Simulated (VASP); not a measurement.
Wanted: the native input for a VASP 6.6.1 run.

* Task: single point
* Functional: PBE
* Dispersion: D3(BJ)
* Potentials or basis: VASP PAW PBE potentials, release 64 (Si, O)
* Cutoff: 520 eV
* k mesh: 2 × 2 × 2
* Occupations: gaussian, width 0.02 eV
* Spin: collinear spin, zero start
* Starting moments: [0.0, 0.0, 0.0, 0.0, 0.0, 0.0, 0.0, 0.0, 0.0, 0.0, 0.0, 0.0, 0.0, 0.0, 0.0, 0.0, 0.0] μB
* Dipole correction: no
* Further INCAR settings: LREAL = Auto; ALGO = Normal; EDIFF = 1e-06; NBANDS = 53

The structure of Si16O (a cell with a defect) lies in POSCAR:

```
Si16O
1.0
    0.0000000000      5.4300000000      5.4300000000
    5.4300000000      0.0000000000      5.4300000000
    5.4300000000      5.4300000000      0.0000000000
Si O
16 1
Direct
   -0.0106943831      0.0115560773     -0.0092730203
    0.1214572744      0.1332425414      0.1120981584
   -0.0137083794      0.0176328729      0.4873641805
    0.1151243094      0.1282523020      0.6171346225
   -0.0136206262      0.5080349908     -0.0166167587
    0.1138589319      0.6379327808      0.0955176796
    0.0017932781      0.4951109576      0.4640313996
    0.1495509208      0.6553975138      0.6233989871
    0.4955451197      0.0164510129     -0.0072016575
    0.6152684162      0.1451398711      0.1187326888
    0.4910688766      0.0268491713      0.4932449355
    0.6135791897      0.1541605893      0.6187885820
    0.4898406077      0.5197792818     -0.0014256906
    0.6142353591      0.6421845304      0.1271709024
    0.5220387661      0.5279671271      0.5018251381
    0.6427193370      0.6538589319      0.6261622468
    0.1930442910      0.5331962247      0.4711507366
```

One way to write it, as run:

INCAR

```
PREC = Accurate
ENCUT = 520
EDIFF = 1E-6
ISMEAR = 0
SIGMA = 0.02
LREAL = Auto
LASPH = T
NELM = 150
ALGO = Normal
ISIF = 2
LWAVE = F
LCHARG = F
ISPIN = 2
MAGMOM = 0 0 0 0 0 0 0 0 0 0 0 0 0 0 0 0 0
LORBIT = 11
GGA = PE
IVDW = 12
NBANDS = 53
```

KPOINTS

```
Automatic mesh
0
Gamma
  2 2 2
```

Potentials or basis: VASP PAW PBE potentials, release 64 (Si, O).

The run is started by

```console
$ cat potpaw_PBE.64/Si/POTCAR potpaw_PBE.64/O/POTCAR > POTCAR
$ mpirun -np 1 vasp_std > vasp.out
```

It gave:

- Pressure: 2.2 GPa
- Largest force: 0.288 eV/Å
- Band gap on the k mesh: 0.48 eV
- Net moment: 0.00 μB per cell
- Valence electrons inside the program's atomic spheres: Si 1.70, 1.69, 1.73, 1.72 (each value once); O 5.18
- Dispersion energy per atom: -0.307 eV

Caveat: the k points lie up to 0.50 Å⁻¹ apart.

Run time: 15 min on 1 thread of Intel Xeon 8259CL, with other jobs on the host, peak memory 0.71 GiB.
